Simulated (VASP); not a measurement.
Runs of VASP 6.6.1 on Dy3Br. The structure is that of space group Fm-3m (No. 225), or close to it. The cells are those of the table. The cell was generated, and may not be a known phase.

```tsv
task	cell	k mesh	gap on the mesh (eV)	pressure (GPa)	relaxed volume (Å³/atom)
relaxation of cell and atoms	relaxed from a = 5.528 Å, angles 60.0°, 4 atoms	10 × 10 × 10	none	0.0	30.00
single point	a = 5.671 Å, angles 60.0°, 4 atoms	4 × 4 × 4	none	(a)	-
single point	a = 5.528 Å, angles 60.0°, 4 atoms	10 × 10 × 10	none	0.2	-
relaxation of cell and atoms	relaxed from a = 5.671 Å, angles 60.0°, 4 atoms	10 × 10 × 10	none	0.0	30.03
```

Alike in all rows: level PBE; potentials or basis VASP PAW PBE potentials, release 64 (Dy_3, Br), 4f in core; no spin polarisation; cutoff (eV) 500; smearing gaussian 0.1 eV.

Problem. Estimate the missing entries.

Solution. (a) -2.2.

Caveats: spin-orbit coupling is left out, which moves the levels of the heavy elements; the 4f electrons are frozen in the core, so they carry no moment and show no levels; the run has no spin polarisation, though such a crystal can be magnetic.

A k mesh can miss the band edges, and the runs leave out spin-orbit coupling on Br, Dy.

A gap of «none» marks levels without a gap at the run's occupations.
